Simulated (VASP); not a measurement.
Set up this calculation in VASP 6.6.1, as the native input.

| Property | Result |
| --- | --- |
| Task | single point |
| Functional | PBEsol |
| Potentials or basis | VASP PAW PBE potentials, release 64 (K_sv, F) |
| Cutoff | 520 eV |
| k mesh | 8 × 8 × 8 |
| Occupations | gaussian, width 0.05 eV |
| Spin | no spin polarisation |
| Dipole correction | no |
| Further INCAR settings | ALGO = Normal; EDIFF = 1e-07; NBANDS = 15 |

The structure of KF lies in POSCAR:

```
KF
1.0
    3.3893132000      0.0000000000      0.0000000000
    0.0000000000      3.3893132000      0.0000000000
    0.0000000000      0.0000000000      3.5196714000
K F
1 1
Direct
    0.0000000000      0.0000000000      0.0000000000
    0.5000000000      0.5000000000      0.5000000000
```

This cell differs from its parent crystal: strain +0.040 along x and y, +0.080 along z.

One way to write it, as run:

INCAR

```
SYSTEM = KF
ALGO = Normal
EDIFF = 1E-7
ENCUT = 520
GGA = PS
ISIF = 2
ISMEAR = 0
LASPH = .TRUE.
LCHARG = .TRUE.
LELF = .TRUE.
LREAL = .FALSE.
LVHAR = .TRUE.
LWAVE = .FALSE.
NBANDS = 15
NELM = 100
PREC = Accurate
SIGMA = 0.05
```

KPOINTS

```
k-points
0
G
  8 8 8
  0 0 0
```

Potentials or basis: VASP PAW PBE potentials, release 64 (K_sv, F).

Run with:

```sh
$ cat potpaw_PBE.64/K_sv/POTCAR potpaw_PBE.64/F/POTCAR > POTCAR
$ mpirun -np 1 vasp_std > vasp.out
```

It gave:

| Item | Value |
| --- | --- |
| Pressure | -5.2 GPa |
| Band gap on the k mesh | 5.14 eV (least direct gap 5.21 eV) |

Caveat: the cell differs from its parent crystal (strain +0.040 along x and y, +0.080 along z); the cell stands under tension; the PAW data sets were made with another functional, which shifts forces and pressure a little.

It took 71 s on 1 thread of Intel Xeon 8259CL (shared host), peak memory 0.18 GiB.
